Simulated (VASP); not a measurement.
# Mo (P6/mmm) in VASP: a series of runs

Mo is run at these levels: PBE, r2SCAN; tasks: single point.

All numbers are computed with VASP 6.6.1; they aren't measurements. Logs are shortened: lines on timing, memory, paths and dates and some standing lists are left out, and cuts for length are marked.

**1. The cell of the first run**

The structure is hexagonal, space group P6/mmm (No. 191). Conventional cell: a = 2.695 Å, b = 2.695 Å, c = 2.556 Å, α = 90.00°, β = 90.00°, γ = 120.00°. Mo (site symmetry 6/mmm) has 8 Mo at 2.56 to 2.70 Å within 3.4 Å.

**2. Single point, PBE (strained)**

INCAR

```
SYSTEM = Mo
ALGO = Normal ; EDIFF = 1E-6
ENCUT = 500 ; GGA = PE
GGA_COMPAT = .FALSE. ; ISIF = 2
ISMEAR = 0 ; LASPH = .TRUE.
LCHARG = .TRUE. ; LELF = .TRUE.
LREAL = .FALSE. ; LVHAR = .TRUE.
LWAVE = .FALSE. ; NBANDS = 13
NELM = 120 ; PREC = Accurate
SIGMA = 0.1
```

KPOINTS

```
k-points
0
G
  15 15 14
  0 0 0
```

POSCAR

```
Mo
1.0
    2.6954078148      0.0000000000      0.0000000000
   -1.3477039074      2.3342916412      0.0000000000
    0.0000000000      0.0000000000      2.5560494614
Mo
1
Direct
    0.0000000000      0.0000000000      0.5000000000
```

Potentials or basis: VASP PAW PBE potentials, release 64 (Mo_sv).

Launch:

```
$ cat potpaw_PBE.64/Mo_sv/POTCAR > POTCAR
$ mpirun -np 1 vasp_std > vasp.out
```

OUTCAR:

```text
SYSTEM = Mo
   EDIFF = 1E-6
   ENCUT = 500
   GGA = PE
   ISIF = 2
   ISMEAR = 0
   LASPH = .TRUE.
   LREAL = .FALSE.
   NELM = 120
   PREC = Accurate

 ion  position               nearest neighbor table
   1  0.000  0.000  0.500-

  LATTYP: Found a hexagonal cell.
 ALAT       =     2.6954078148
 C/A-ratio  =     0.9482978596

  Lattice vectors:

 A1 = (   2.6954078148,   0.0000000000,   0.0000000000)
 A2 = (  -1.3477039074,   2.3342916412,   0.0000000000)
 A3 = (   0.0000000000,   0.0000000000,   2.5560494614)

Analysis of symmetry for initial positions (statically):
=====================================================================
 Subroutine PRICEL returns:
 Original cell was already a primitive cell.

 Routine SETGRP: Setting up the symmetry group for a
 hexagonal supercell.

 Subroutine GETGRP returns: Found 24 space group operations
 (whereof 24 operations were pure point group operations)
 out of a pool of 24 trial point group operations.

The static configuration has the point symmetry D_6h.

Analysis of symmetry for dynamics (positions and initial velocities):
=====================================================================
 Subroutine PRICEL returns:
 Original cell was already a primitive cell.

 Routine SETGRP: Setting up the symmetry group for a
 hexagonal supercell.

 Subroutine GETGRP returns: Found 24 space group operations
 (whereof 24 operations were pure point group operations)
 out of a pool of 24 trial point group operations.

The dynamic configuration has the point symmetry D_6h.

 Subroutine INISYM returns: Found 24 space group operations
 (whereof 24 operations are pure point group operations),
 and found     1 'primitive' translations

----------------------------------------------------------------------------------------

                                     Primitive cell

  volume of cell :      16.0823

  direct lattice vectors                    reciprocal lattice vectors
     2.695407815  0.000000000  0.000000000     0.371001373  0.214197743  0.000000000
    -1.347703907  2.334291641  0.000000000     0.000000000  0.428395485  0.000000000
     0.000000000  0.000000000  2.556049461     0.000000000  0.000000000  0.391228736

  length of vectors
     2.695407815  2.695407815  2.556049461     0.428395485  0.428395485  0.391228736

  position of ions in fractional coordinates (direct lattice)
     0.000000000  0.000000000  0.500000000

  ion indices of the primitive-cell ions
   primitive index   ion index
                 1           1

----------------------------------------------------------------------------------------

 KPOINTS: k-points

Automatic generation of k-mesh.
 Grid dimensions read from file:
 generate k-points for:   15   15   14

 Generating k-lattice:

  Cartesian coordinates                     Fractional coordinates (reciprocal lattice)
     0.024733425  0.014279850  0.000000000     0.066666667  0.000000000  0.000000000
     0.000000000  0.028559699  0.000000000     0.000000000  0.066666667  0.000000000
     0.000000000  0.000000000  0.027944910     0.000000000  0.000000000  0.071428571

  Length of vectors
     0.028559699  0.028559699  0.027944910

  Shift w.r.t. Gamma in fractional coordinates (k-lattice)
     0.000000000  0.000000000  0.000000000

 Subroutine IBZKPT returns following result:
 ===========================================

 Found    216 irreducible k-points:

 Following reciprocal coordinates:
            Coordinates               Weight
  0.000000  0.000000  0.000000      1.000000
  0.066667  0.000000  0.000000      6.000000
  0.133333  0.000000  0.000000      6.000000
  0.200000  0.000000  0.000000      6.000000
  0.266667  0.000000  0.000000      6.000000
  0.333333  0.000000  0.000000      6.000000
[... 16 lines left out ...]
  0.333333  0.200000  0.000000     12.000000
  0.400000  0.200000  0.000000      6.000000
 [... further k-points ...]
   k-points           NKPTS =    216   k-points in BZ     NKDIM =    216   number of bands    NBANDS=     13
   number of dos      NEDOS =    301   number of ions     NIONS =      1
   total plane-waves  NPLWV =   8000
   dimension x,y,z NGX =    20 NGY =   20 NGZ =   20
   dimension x,y,z NGXF=    40 NGYF=   40 NGZF=   40
   ions per type =               1
   NGX,Y,Z   is equivalent  to a cutoff of  12.34, 12.34, 13.01 a.u.
   NGXF,Y,Z  is equivalent  to a cutoff of  24.67, 24.67, 26.02 a.u.
 SYSTEM =  Mo
   PREC   = accura    normal or accurate (medium, high low for compatibility)
   ISTART =      0    job   : 0-new  1-cont  2-samecut
   ICHARG =      2    charge: 1-file 2-atom 10-const
   ISPIN  =      1    spin polarized calculation?
   LNONCOLLINEAR =      F non collinear calculations
   LSORBIT =      F    spin-orbit coupling
   LASPH  =      T    aspherical Exc in radial PAW
   ENCUT  =  500.0 eV  36.75 Ry    6.06 a.u.   4.91  4.91  4.66*2*pi/ulx,y,z
   NELM   =    120;   NELMIN=  2; NELMDL= -5     # of ELM steps
   EDIFF  = 0.1E-05   stopping-criterion for ELM
   LREAL  =      F    real-space projection
   EDIFFG = 0.1E-04   stopping-criterion for IOM
   NSW    =      0    number of steps for IOM
   IBRION =     -1    ionic relax: 0-MD 1-quasi-New 2-CG
   NFREE  =      0    steps in history (QN), initial steepest desc. (CG)
   ISIF   =      2    stress and relaxation
   ISYM   =      2    0-nonsym 1-usesym 2-fastsym
   POTIM  = 0.5000    time-step for ionic-motion
   TEBEG  =    0.0;   TEEND  =   0.0 temperature during run
   PSTRESS=    0.0 pullay stress
   NELECT =      14.0000    total number of electrons
   NUPDOWN=      -1.0000    fix difference up-down
   EMIN   =  10.00;   EMAX   =-10.00  energy-range for DOS
   EFERMI =   0.00;   METHOD = LEGACY
   ISMEAR =     0;   SIGMA  =   0.10  broadening in eV -4-tet -1-fermi 0-gaus
   EFERMI_NEDOS =   21; number of points for ismear=-14 and -15
   IALGO  =     38    algorithm
   IMIX   =      4    mixing-type and parameters
     AMIX     =   0.40;   BMIX     =  1.00
     AMIX_MAG =   1.60;   BMIX_MAG =  1.00
  volume/ion in A,a.u.               =      16.08       108.53
  Fermi-wavevector in a.u.,A,eV,Ry     =   1.563152  2.953929 33.245079  2.443444
  Thomas-Fermi vector in A             =   2.665965
   LORBIT       =      0    0 simple, 1 ext, 2 COOP (PROOUT), +10 PAW based schemes
   GGA     = PE    functional components
   LHFCALC =     F    Hartree Fock is set to
   AEXX    =    0.0000 exact exchange contribution
   IVDW    =     0    specifies the selected vdW correction
   LEPSILON=     F    determine dielectric tensor
   LRPA    =     F    only Hartree local field effects (RPA)
 non-spin polarized calculation
 Gauss-broadening in eV      SIGMA  =   0.10
  energy-cutoff  :      500.00
  volume of cell :       16.08
 maximum number of plane-waves:       423
 NGX is ok and might be reduce to    20
   NGX =  9   NGY =  9   NGZ =  9

 number of electron      13.9999999 magnetization

 Free energy of the ion-electron system (eV)
  ---------------------------------------------------
  ext. energy  EPLUGINS =         0.00000000
  ---------------------------------------------------
  free energy    TOTEN  =       -10.02824839 eV

  energy without entropy =      -10.02518423  energy(sigma->0) =      -10.02671631

 E-fermi :  12.0841     XC(G=0): -13.1339

 val. band max:       12.0525894365   @ k =   0.0667   0.0667   0.2857
 cond. band min:      12.0855663013   @ k =   0.3333   0.1333   0.2857
 fundamental gap:      0.0329768649
 Fermi energy:        12.0841332768

 k-point     1 :       0.0000    0.0000    0.0000
  band No.  band energies     occupation
      1     -49.0163      2.00000
      2     -22.2308      2.00000
      3     -22.2012      2.00000
      4     -22.2012      2.00000
      5       5.1493      2.00000
      6       7.5687      2.00000
      7      11.0834      2.00000
      8      11.0834      2.00000
      9      16.2612      0.00000
     10      16.2612      0.00000
     11      25.1489      0.00000
     12      27.6706      0.00000
     13      33.1703      0.00000

 k-point     2 :       0.0667    0.0000    0.0000
  band No.  band energies     occupation
      1     -49.0050      2.00000
      2     -22.2741      2.00000
      3     -22.2231      2.00000
      4     -22.2174      2.00000
      5       5.3311      2.00000
      6       7.6519      2.00000
      7      10.8993      2.00000
      8      11.2530      2.00000
      9      16.0470      0.00000
     10      16.2270      0.00000
     11      25.5732      0.00000
     12      28.0488      0.00000
     13      32.1047      0.00000

 k-point     3 :       0.1333    0.0000    0.0000
  band No.  band energies     occupation
      1     -48.9730      2.00000
      2     -22.4772      2.00000
      3     -22.2628      2.00000
      4     -22.2010      2.00000
      5       5.8302      2.00000
      6       7.8886      2.00000
      7      10.4675      2.00000
      8      11.7518      2.00000
      9      15.4958      0.00000
     10      16.1317      0.00000
     11      26.6620      0.00000
     12      29.0718      0.00000
     13      30.2821      0.00000
[... 305 lines left out ...]
 k-point    23 :       0.3333    0.2000    0.0000
  band No.  band energies     occupation
      1     -48.7379      2.00000
      2     -23.5591      2.00000
      3     -22.8871      2.00000
      4     -22.0404      2.00000
      5       8.4359      2.00000
      6       8.9950      2.00000
      7      11.0726      2.00000
      8      13.2451      0.00000
      9      14.7273      0.00000
     10      18.1803      0.00000
     11      22.1511      0.00000
     12      23.4289      0.00000
     13      30.4360      0.00000

 k-point    24 :       0.4000    0.2000    0.0000
  band No.  band energies     occupation
      1     -48.7284      2.00000
      2     -23.5893      2.00000
      3     -22.9233      2.00000
      4     -22.0339      2.00000
      5       8.3646      2.00000
      6       9.0820      2.00000
      7      11.4224      2.00000
      8      13.1964      0.00000
      9      14.6470      0.00000
     10      18.6400      0.00000
     11      21.6510      0.00000
     12      23.0174      0.00000
     13      30.5194      0.00000

 [... further k-points ...]
[... 5 lines left out ...]
  --------------------------------------------------------------------------------------
  -------------------------------------------------------------------------------------
  Total        1.5895439      1.5895439      0.0581781      0.0000000     -0.0000000      0.0000000
  in kB      158.3559079    158.3559079      5.7959025      0.0000000     -0.0000000      0.0000000
  external PRESSURE =     107.5025728 kB  Pullay stress =       0.0000000 kB

 VOLUME and BASIS-vectors are now :
 -----------------------------------------------------------------------------
  energy-cutoff  :      500.00
  volume of cell :       16.08
      direct lattice vectors                 reciprocal lattice vectors
     2.695407815  0.000000000  0.000000000     0.371001373  0.214197743  0.000000000
    -1.347703907  2.334291641  0.000000000     0.000000000  0.428395485  0.000000000
     0.000000000  0.000000000  2.556049461     0.000000000  0.000000000  0.391228736

 POSITION                                       TOTAL-FORCE (eV/Angst)
 -----------------------------------------------------------------------------------
      0.00000      0.00000      1.27802         0.000000      0.000000      0.000000
 -----------------------------------------------------------------------------------
    total drift:                               -0.000000      0.000000     -0.000000

  FREE ENERGIE OF THE ION-ELECTRON SYSTEM (eV)
  ---------------------------------------------------
  free  energy   TOTEN  =       -10.0282483861 eV

  energy  without entropy=      -10.0251842321  energy(sigma->0) =      -10.02671631
```

Wall time 40 s (1 thread of Intel Xeon 8259CL, shared host); peak memory 0.15 GiB.

Results:

* Free energy: -10.0282 eV
* Pressure: 10.8 GPa
* Band gap on the k mesh: zero (band 7 reaches 12.97 eV, above the bottom of band 8 at 11.08 eV)

Stress tensor (GPa, compression positive):
```
15.84  0.00  0.00
 0.00 15.84  0.00
 0.00  0.00  0.58
```

Caveat: the cell differs from its parent crystal (strained).

**3. Single point, r2SCAN (functional r2SCAN, strained)**

POSCAR

```
Mo
1.0
    2.8937323186      0.0000000000      0.0000000000
   -1.4468661593      2.5060456996      0.0000000000
    0.0000000000      0.0000000000      2.4730060887
Mo
1
Direct
    0.0000000000      0.0000000000      0.5000000000
```

INCAR.step1

```
SYSTEM = Mo
PREC     = Accurate       ! precision mode
ENCUT    = 550            ! plane-wave cutoff, eV
ISMEAR   = 0              ! smearing method
SIGMA    = 0.1            ! smearing width, eV
LREAL    = .False.        ! projectors in reciprocal space
LASPH    = .True.         ! aspherical terms in the spheres
NELM     = 120            ! most SCF steps
NBANDS   = 13             ! bands
GGA      = PE             ! functional
ALGO     = Normal         ! electronic algorithm
EDIFF    = 1E-5           ! SCF threshold, eV
LWAVE    = .True.         ! write WAVECAR
LCHARG   = .False.        ! write CHGCAR
GGA_COMPAT= .False.
```

INCAR.step2

```
SYSTEM = Mo
PREC     = Accurate       ! precision mode
ENCUT    = 550            ! plane-wave cutoff, eV
EDIFF    = 1E-6           ! SCF threshold, eV
ISMEAR   = 0              ! smearing method
SIGMA    = 0.1            ! smearing width, eV
LREAL    = .False.        ! projectors in reciprocal space
LASPH    = .True.         ! aspherical terms in the spheres
NELM     = 120            ! most SCF steps
ALGO     = Normal         ! electronic algorithm
ISIF     = 2              ! what is computed and relaxed
LWAVE    = .False.        ! write WAVECAR
LCHARG   = .True.         ! write CHGCAR
METAGGA  = R2SCAN         ! meta-GGA
LMIXTAU  = .True.       
LELF     = .True.         ! ELF
LVHAR    = .True.       
NBANDS   = 13             ! bands
ISTART   = 1            
GGA_COMPAT= .False.
```

KPOINTS

```
Automatic mesh
0
Gamma
  18 18 16
  0 0 0
```

Potentials or basis: VASP PAW PBE potentials, release 64 (Mo_sv).

Launch:

```
$ cat potpaw_PBE.64/Mo_sv/POTCAR > POTCAR
$ cp INCAR.step1 INCAR
$ mpirun -np 1 vasp_std > vasp.out
$ cp INCAR.step2 INCAR
$ mpirun -np 1 vasp_std > vasp.out
```

It took 4.4 min on 1 thread of Intel Xeon 8259CL, shared host; peak memory 0.2 GiB.

The run converged. Its results:

| Quantity | Value |
| --- | --- |
| Free energy | -25.0422 eV |
| Pressure | -13.4 GPa |
| Band gap on the k mesh | zero (band 7 reaches 10.74 eV, above the bottom of band 8 at 9.41 eV) |

Stress tensor (GPa, compression positive):
```
-17.37   0.00   0.00
  0.00 -17.37   0.00
  0.00   0.00  -5.34
```

Levels at points of the mesh, in eV from the Fermi level:
```
           k point  band 4  band 5  band 6  band 7  band 8  band 9  band 10  band 11
(0.00, 0.00, 0.00)  -35.10   -6.77   -4.39   -0.84   -0.84    4.39     4.39    12.89
(0.50, 0.00, 0.00)  -35.02   -4.54   -3.64    0.48    2.31    3.60     3.94     8.84
(0.00, 0.00, 0.50)  -35.48   -2.98    0.03    0.03    0.30    0.30     0.68    11.48
(0.50, 0.00, 0.50)  -35.67   -5.04   -2.46   -1.00    4.13    6.07     6.94     7.14
```

Caveat: the cell differs from its parent crystal (functional r2SCAN, strained); the PAW data sets were made with another functional, which shifts forces and pressure a little.
